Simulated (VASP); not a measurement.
A run of VASP 6.6.1 is set up as follows.

Contents of POSCAR:

```
Cs2TlF3
1.0
    2.8873164844     -6.7531872686      0.0000000000
    2.8873164844      6.7531872686      0.0000000000
    0.0000000000      0.0000000000      4.1180045563
Cs Tl F
2 1 3
Direct
    0.6487856411      0.3512143589      0.5000000000
    0.3512143589      0.6487856411      0.5000000000
    0.0000000000      0.0000000000      0.0000000000
    0.1358615730      0.8641384270      0.5000000000
    0.8641384270      0.1358615730      0.5000000000
    0.5000000000      0.5000000000      0.0000000000
```

File INCAR.step1:

```
SYSTEM = Cs2TlF3
ALGO = Normal
EDIFF = 1E-4
ENCUT = 520
GGA = PE
ISMEAR = -1
LASPH = .True.
LCHARG = .False.
LREAL = .False.
LWAVE = .True.
NBANDS = 35
NELM = 100
PREC = Accurate
SIGMA = 0.03
```

File INCAR.step2:

```
SYSTEM = Cs2TlF3
ALGO = Normal
BPARAM = 11.95
CPARAM = 0.0093
EDIFF = 1E-6
ENCUT = 520
ISIF = 2
ISMEAR = -1
ISTART = 1
IVDW_NL = 2
LASPH = .True.
LCHARG = .False.
LMIXTAU = .True.
LREAL = .False.
LUSE_VDW = .True.
LWAVE = .False.
METAGGA = R2SCAN
NBANDS = 35
NELM = 100
PREC = Accurate
SIGMA = 0.03
```

File KPOINTS:

```
k-points
0
Gamma
  4 4 6
  0 0 0
```

Potentials or basis: VASP PAW PBE potentials, release 64 (Cs_sv, Tl_d, F).

Command:

```bash
$ cat potpaw_PBE.64/Cs_sv/POTCAR potpaw_PBE.64/Tl_d/POTCAR potpaw_PBE.64/F/POTCAR > POTCAR
$ cp INCAR.step1 INCAR
$ mpirun -np 1 vasp_std > vasp.out
$ cp INCAR.step2 INCAR
$ mpirun -np 1 vasp_std > vasp.out
```

Problem. What does it give for the band gap on the k mesh?

Solution. 3.70 eV (least direct gap 4.59 eV).

Problem. Predict the pressure.

Solution. 0.1 GPa.

Forces on the atoms (eV/Å):
```
Cs   0.000 -0.009  0.000
Cs   0.000  0.009  0.000
Tl   0.000  0.000  0.000
F    0.000  0.006  0.000
F    0.000 -0.006  0.000
F    0.000  0.000  0.000
```

Caveat: the PAW data sets were made with another functional, which shifts forces and pressure a little; spin-orbit coupling is left out, which moves the levels of the heavy elements. A k mesh can miss the band edges.
